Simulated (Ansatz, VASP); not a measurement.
## Two plane-wave programs on Be2Cl3

```
CELL_PARAMETERS angstrom
3.34073 0.00000 0.00000
-1.67036 2.89316 0.00000
0.00000 0.00000 9.09796
ATOMIC_POSITIONS crystal
Be 0.33333 0.66667 0.17051
Be 0.66667 0.33333 0.82949
Cl 0.00000 0.00000 0.00000
Cl 0.33333 0.66667 0.70877
Cl 0.66667 0.33333 0.29123
```

Alike in both runs: task relaxation of cell and atoms; functional PBE; k mesh 12 × 12 × 4; occupations gaussian, width 0.1 eV; no spin polarisation.

```csv
,VASP,Ansatz
version,VASP 6.6.1,Ansatz 0.2.0
potentials or method,"VASP PAW PBE potentials, release 64 (Be, Cl), cutoff 600 eV","scalar-relativistic, plane waves, PAW"
valence electrons in the cell,25,25
```

Ansatz gave:

| Quantity | Value |
| --- | --- |
| gap on the k mesh at the Fermi level, each at its own relaxed structure (eV) | none |
| relaxed volume (Å³/atom) | 18.21 |
| relaxed cell length with the largest relative difference (Å) | 9.367 |

Task: What did VASP give for the same quantities?

Result: gap on the k mesh at the Fermi level, each at its own relaxed structure (eV): none; relaxed volume (Å³/atom): 18.06; relaxed cell length with the largest relative difference (Å): 9.290.

A gap of «none» marks a metal or a gap that the smearing closes.
